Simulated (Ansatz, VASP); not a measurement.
Two plane-wave programs on Pb

```xyz
1
Lattice="-1.9367 1.9367 1.9367 1.9367 -1.9367 1.9367 1.9367 1.9367 -1.9367" Properties=species:S:1:pos:R:3 pbc="T T T"
Pb    0.0000    0.0000    0.0000
```

Alike in both runs: functional LDA; k mesh 15 × 15 × 15; occupations fermi-dirac, width 0.05 eV; non-collinear spin, spin-orbit coupling.

Ansatz relaxed the structure, and its values are those at the end. VASP's run is a single point on that final structure, the one shown.

```csv
,VASP,Ansatz
version,VASP 6.6.1,Ansatz 0.2.0
potentials or method,"VASP PAW LDA potentials, release 64 (Pb_d)","PAW with Ansatz's default frozen-core files, fully relativistic files with spin-orbit coupling"
plane-wave cutoff (eV),520,420
valence electrons in the cell,14,14
```

```tsv
	VASP	Ansatz	Ansatz less VASP
pressure (GPa)	0.1	0.0	-0.09
```

LDA's correlation is that of Perdew and Zunger in VASP and of Perdew and Wang (1992) in Ansatz.
